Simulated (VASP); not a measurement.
Wanted: the native input for a VASP 6.6.1 run.

```
Task                               : single point
Functional                         : PBE-based screened hybrid with 5 % exact exchange
Potentials or basis                : VASP PAW PBE potentials, release 64 (Sb, In_d)
Cutoff                             : 520 eV
k mesh                             : 3 × 3 × 3
Occupations                        : fermi-dirac, width 0.05 eV
Spin                               : no spin polarisation
Dipole correction                  : no
Grid for exact exchange (PRECFOCK) : Normal
Share of exact exchange            : 0.05
Further INCAR settings             : ALGO = Normal; EDIFF = 1e-07; NBANDS = 22
Screening parameter                : 0.2 1/Å
```

Crystal: InSb3.

```
CELL_PARAMETERS angstrom
4.80637 0.00000 0.00000
0.00000 4.80637 0.00000
0.00000 0.00000 4.80637
ATOMIC_POSITIONS crystal
Sb 0.50000 0.50000 0.00000
Sb 0.00000 0.50000 0.50000
Sb 0.50000 0.00000 0.50000
In 0.00000 0.00000 0.00000
```

The input as run:

POSCAR

```
InSb3
1.0
    4.8063670000      0.0000000000      0.0000000000
    0.0000000000      4.8063670000      0.0000000000
    0.0000000000      0.0000000000      4.8063670000
Sb In
3 1
Direct
    0.5000000000      0.5000000000      0.0000000000
    0.0000000000      0.5000000000      0.5000000000
    0.5000000000      0.0000000000      0.5000000000
    0.0000000000      0.0000000000      0.0000000000
```

INCAR.step1

```
ALGO = Normal
EDIFF = 1E-5
ENCUT = 520
GGA = PE
ISIF = 2
ISMEAR = -1
LASPH = T
LCHARG = F
LREAL = F
LWAVE = T
NBANDS = 22
NELM = 60
PREC = Accurate
SIGMA = 0.05
```

INCAR.step2

```
AEXX = 0.05
ALGO = Normal
EDIFF = 1E-7
ENCUT = 520
GGA = PE
HFSCREEN = 0.2
ISIF = 2
ISMEAR = -1
ISTART = 1
LASPH = T
LCHARG = F
LHFCALC = T
LREAL = F
LWAVE = F
NBANDS = 22
NELM = 60
PREC = Accurate
PRECFOCK = Normal
SIGMA = 0.05
```

KPOINTS

```
k-points
0
Gamma
  3 3 3
```

Potentials or basis: VASP PAW PBE potentials, release 64 (Sb, In_d).

Command:

```sh
$ cat potpaw_PBE.64/Sb/POTCAR potpaw_PBE.64/In_d/POTCAR > POTCAR
$ cp INCAR.step1 INCAR
$ mpirun -np 1 vasp_std > vasp.out
$ cp INCAR.step2 INCAR
$ mpirun -np 1 vasp_std > vasp.out
```

Results of the run:

* Pressure: -1.1 GPa
* Band gap on the k mesh: zero (bands 14 and 15 overlap by 1.82 eV)

Caveat: the k points lie up to 0.44 Å⁻¹ apart, too coarse for converged energies and pressures of a metal; the PAW data sets were made with another functional, which shifts forces and pressure a little; spin-orbit coupling is left out, which moves the levels of the heavy elements.

It took 5.3 min on 1 thread of Intel(R) Xeon(R) 6975P-C (Granite Rapids), on a shared host, peak memory 0.32 GiB.
